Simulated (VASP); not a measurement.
The system is Li5Os3.

```xyz
8
Lattice="-3.3338 3.3338 3.3338 3.3338 -3.3338 3.3338 3.3338 3.3338 -3.3338" Properties=species:S:1:pos:R:3 pbc="T T T"
Li    0.0000    0.0000    0.0000
Li    3.3338    0.0000    0.0000
Li    0.0000    3.3338    0.0000
Li    0.0000    0.0000    3.3338
Li    1.6669    1.6669    1.6669
Os    1.6669    1.6669   -1.6669
Os    1.6669   -1.6669    1.6669
Os   -1.6669    1.6669    1.6669
```

```yaml
Program: VASP 6.6.1
Task: relaxation of cell and atoms
Functional: LDA
Potentials_or_basis: VASP PAW LDA potentials, release 64 (Li_sv, Os)
Cutoff: 750 eV
k_mesh: 6 × 6 × 6
Occupations: fermi-dirac, width 0.1 eV
Spin: no spin polarisation
```

At the start: pressure -19.7 GPa; volume 18.53 Å³/atom.

Where does the relaxation end?

Over 4 steps the energy falls by 659.4 meV/atom and the volume is 11.58 Å³/atom (-37.5 %); space group Im-3m (No. 229, to 0.1 Å) before and after.

The path:
| step | energy change (eV) | largest force (eV/Å) | pressure (GPa) | volume (Å³) |
| --- | --- | --- | --- | --- |
| 1 | 0.0000 | 0.0000 | -19.69 | 148.20 |
| 2 | -4.8208 | 0.0000 | -11.17 | 104.54 |
| 3 | -5.2714 | 0.0000 | -1.32 | 93.86 |
| 4 | -5.2754 | 0.0000 | 0.26 | 92.64 |

Final structure:
```
Li Os
1.0
    -2.85042    2.85042    2.85042
     2.85042   -2.85042    2.85042
     2.85042    2.85042   -2.85042
Li Os
5 3
Direct
  0.00000 0.00000 0.00000
  0.00000 0.50000 0.50000
  0.50000 0.00000 0.50000
  0.50000 0.50000 0.00000
  0.50000 0.50000 0.50000
  0.00000 0.00000 0.50000
  0.00000 0.50000 0.00000
  0.50000 0.00000 0.00000
```

Caveat: the volume moved by over 15 % at a fixed basis, so the end points are rough.
